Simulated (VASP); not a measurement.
# TaN (P-6m2) in VASP: notebook, part 2 of 2

VASP 6.6.1. The steps go on from the part before.

### Step 3. Single point, PBEsol (volume 10.628 Å^3 an atom, c/a of the conventional cell 0.9432)

The input, INCAR:

```
SYSTEM = TaN
PREC = Accurate
ENCUT = 520
EDIFF = 1E-7
ISMEAR = 0
SIGMA = 0.15
LREAL = .FALSE.
LASPH = .TRUE.
NELM = 80
ALGO = Normal
ISIF = 2
LWAVE = .FALSE.
LCHARG = .FALSE.
GGA = PS
NBANDS = 15
```

The input, KPOINTS:

```
regular mesh
0
G
  21 21 18
  0 0 0
```

The input, POSCAR:

```
TaN
1.0
    2.9633653387      0.0000000000      0.0000000000
   -1.4816826693      2.5663496640      0.0000000000
    0.0000000000      0.0000000000      2.7950461874
Ta N
1 1
Direct
    0.3333333333      0.6666666667      0.5000000000
    0.0000000000      0.0000000000      0.0000000000
```

Potentials or basis: VASP PAW PBE potentials, release 64 (Ta_pv, N).

Launch:

```sh
$ cat potpaw_PBE.64/Ta_pv/POTCAR potpaw_PBE.64/N/POTCAR > POTCAR
$ mpirun -np 1 vasp_std > vasp.out
```

OUTCAR:

```text
SYSTEM = TaN
   PREC = Accurate
   ENCUT = 520
   EDIFF = 1E-7
   ISMEAR = 0
   LREAL = .FALSE.
   LASPH = .TRUE.
   NELM = 80
   ISIF = 2
   GGA = PS

 ion  position               nearest neighbor table
   1  0.333  0.667  0.500-   2 2.21   2 2.21   2 2.21   2 2.21   2 2.21   2 2.21
   2  0.000  0.000  0.000-   1 2.21   1 2.21   1 2.21   1 2.21   1 2.21   1 2.21

  LATTYP: Found a hexagonal cell.
 ALAT       =     2.9633653387
 C/A-ratio  =     0.9432000000

  Lattice vectors:

 A1 = (   2.9633653387,   0.0000000000,   0.0000000000)
 A2 = (  -1.4816826693,   2.5663496640,   0.0000000000)
 A3 = (   0.0000000000,   0.0000000000,   2.7950461874)

Analysis of symmetry for initial positions (statically):
=====================================================================
 Subroutine PRICEL returns:
 Original cell was already a primitive cell.

 Routine SETGRP: Setting up the symmetry group for a
 hexagonal supercell.

 Subroutine GETGRP returns: Found 12 space group operations
 (whereof 12 operations were pure point group operations)
 out of a pool of 24 trial point group operations.

The static configuration has the point symmetry D_3h.

[... 168 lines left out ...]
 k-point     1 :       0.0000    0.0000    0.0000
  band No.  band energies     occupation
      1     -26.3742      2.00000
      2     -26.2685      2.00000
      3     -26.2685      2.00000
      4      -9.6389      2.00000
      5       3.3098      2.00000
      6       3.3098      2.00000
      7       4.0268      2.00000
      8       5.5818      2.00000
      9      10.2550      0.00000
     10      12.1325      0.00000
     11      12.1325      0.00000
     12      12.4097      0.00000
     13      12.4097      0.00000
     14      21.4196      0.00000
[... 401 lines left out ...]
      2     -26.4048      2.00000
      3     -26.3082      2.00000
      4      -8.5138      2.00000
      5       1.1735      2.00000
      6       3.9983      2.00000
      7       4.3019      2.00000
      8       5.1170      2.00000
      9      10.4285      0.00000
     10      11.6908      0.00000
     11      12.5154      0.00000
     12      13.5486      0.00000
     13      13.7113      0.00000
     14      21.4502      0.00000
     15      21.7535      0.00000

 [... further k-points ...]
[... 5 lines left out ...]
  --------------------------------------------------------------------------------------
  -------------------------------------------------------------------------------------
  Total       -0.8783200     -0.8783200      2.6991081     -0.0000000     -0.0000000      0.0000000
  in kB      -66.2023400    -66.2023400    203.4421078     -0.0000000     -0.0000000      0.0000000
  external PRESSURE =      23.6791426 kB  Pullay stress =       0.0000000 kB

 VOLUME and BASIS-vectors are now :
 -----------------------------------------------------------------------------
  energy-cutoff  :      520.00
  volume of cell :       21.26
      direct lattice vectors                 reciprocal lattice vectors
     2.963365339  0.000000000  0.000000000     0.337454173  0.194829258  0.000000000
    -1.481682669  2.566349664  0.000000000     0.000000000  0.389658515  0.000000000
     0.000000000  0.000000000  2.795046187     0.000000000  0.000000000  0.357775841

 POSITION                                       TOTAL-FORCE (eV/Angst)
 -----------------------------------------------------------------------------------
     -0.00000      1.71090      1.39752         0.000000     -0.000000      0.000000
      0.00000      0.00000      0.00000        -0.000000      0.000000      0.000000
 -----------------------------------------------------------------------------------
    total drift:                                0.000000     -0.000000     -0.000000

  FREE ENERGIE OF THE ION-ELECTRON SYSTEM (eV)
  ---------------------------------------------------
  free  energy   TOTEN  =       -23.7578969234 eV

  energy  without entropy=      -23.7569926781  energy(sigma->0) =      -23.75744480
```

stdout:

```text
POSCAR found type information on POSCAR TaN
 POSCAR found :  2 types and       2 ions
 scaLAPACK will be used
 -----------------------------------------------------------------------------
|                                                                             |
|                                                                             |
|     You enforced a specific xc type in the INCAR file but a different       |
|     I HOPE YOU KNOW WHAT YOU ARE DOING!                                     |
|                                                                             |
 -----------------------------------------------------------------------------

 LDA part: xc-table for (Slater+PW92), standard interpolation
 POSCAR, INCAR and KPOINTS ok, starting setup
 FFT: planning ... GRIDC
 FFT: planning ... GRID_SOFT
 FFT: planning ... GRID
 WAVECAR not read
 entering main loop
```

Run time: 68 s. Hardware: 1 thread of Intel Xeon Platinum 8488C (Sapphire Rapids), shared host; peak memory 0.26 GiB.

Results:

```yaml
Free_energy: -23.7579 eV
Pressure: 2.4 GPa
Band_gap_on_the_k_mesh: zero (band 8 reaches 8.68 eV, above the bottom of band 9 at 8.18 eV)
```

Stress tensor (GPa, compression positive):
```
-6.62  0.00  0.00
 0.00 -6.62  0.00
 0.00  0.00 20.34
```

Caveat: the PAW data sets were made with another functional, which shifts forces and pressure a little; spin-orbit coupling is left out, which moves the levels of the heavy elements.

### Step 4. Single point, PBEsol (volume 10.628 Å^3 an atom, c/a of the conventional cell 1.0637)

The input, INCAR:

```
ALGO = Normal
EDIFF = 1E-6
ENCUT = 520
GGA = PS
ISIF = 2
ISMEAR = 0
LASPH = True
LCHARG = True
LELF = True
LREAL = False
LVHAR = True
LWAVE = False
NBANDS = 15
NELM = 60
PREC = Accurate
SIGMA = 0.15
```

The input, KPOINTS:

```
k-points
0
Gamma
  21 21 18
```

The input, POSCAR:

```
TaN
1.0
    2.8469515377      0.0000000000      0.0000000000
   -1.4234757688      2.4655323550      0.0000000000
    0.0000000000      0.0000000000      3.0283023506
Ta N
1 1
Direct
    0.3333333333      0.6666666667      0.5000000000
    0.0000000000      0.0000000000      0.0000000000
```

Launch:

```sh
$ cat potpaw_PBE.64/Ta_pv/POTCAR potpaw_PBE.64/N/POTCAR > POTCAR
$ mpirun -np 1 vasp_std > vasp.out
```

It took 64 s on 1 thread of Intel Xeon Platinum 8488C (Sapphire Rapids), shared host; peak memory 0.27 GiB.

It converged, with:

| Property | Result |
| --- | --- |
| Free energy | -23.6240 eV |
| Pressure | -0.1 GPa |
| Band gap on the k mesh | zero (band 8 reaches 8.49 eV, above the bottom of band 9 at 8.01 eV) |

Stress tensor (GPa, compression positive):
```
 17.00   0.00   0.00
  0.00  17.00   0.00
  0.00   0.00 -34.26
```

Levels at points of the mesh, in eV from the Fermi level:
| k point | band 4 | band 5 | band 6 | band 7 | band 8 | band 9 | band 10 | band 11 | band 12 | band 13 |
| --- | --- | --- | --- | --- | --- | --- | --- | --- | --- | --- |
| (0.00, 0.00, 0.00) | -17.65 | -4.55 | -3.88 | -3.88 | -3.29 | 3.14 | 3.27 | 3.27 | 4.04 | 4.04 |
| (0.00, 0.00, 0.50) | -15.14 | -9.45 | -2.99 | -2.99 | -0.14 | -0.14 | 1.28 | 3.94 | 3.94 | 8.78 |

Caveat: the PAW data sets were made with another functional, which shifts forces and pressure a little; spin-orbit coupling is left out, which moves the levels of the heavy elements.

### Step 5. Summary

```csv
cell,gap on the mesh (eV),pressure (GPa)
"a = 2.827, b = 2.827, c = 2.948 Å, angles 90.0, 90.0, 120.0°, 2 atoms",none,16.1
"a = 2.963, b = 2.963, c = 2.795 Å, angles 90.0, 90.0, 120.0°, 2 atoms",none,2.4
"a = 2.847, b = 2.847, c = 3.028 Å, angles 90.0, 90.0, 120.0°, 2 atoms",none,-0.1
```

Alike in all rows: task single point; level PBEsol; potentials or basis VASP PAW PBE potentials, release 64 (Ta_pv, N); no spin polarisation; k mesh 21 × 21 × 18; cutoff (eV) 520; smearing gaussian 0.15 eV.

Caveats: the PAW data sets were made with another functional, which shifts forces and pressure a little; spin-orbit coupling is left out, which moves the levels of the heavy elements.

Total energies depend on the potentials used, so only differences within one code and one set of settings carry meaning.
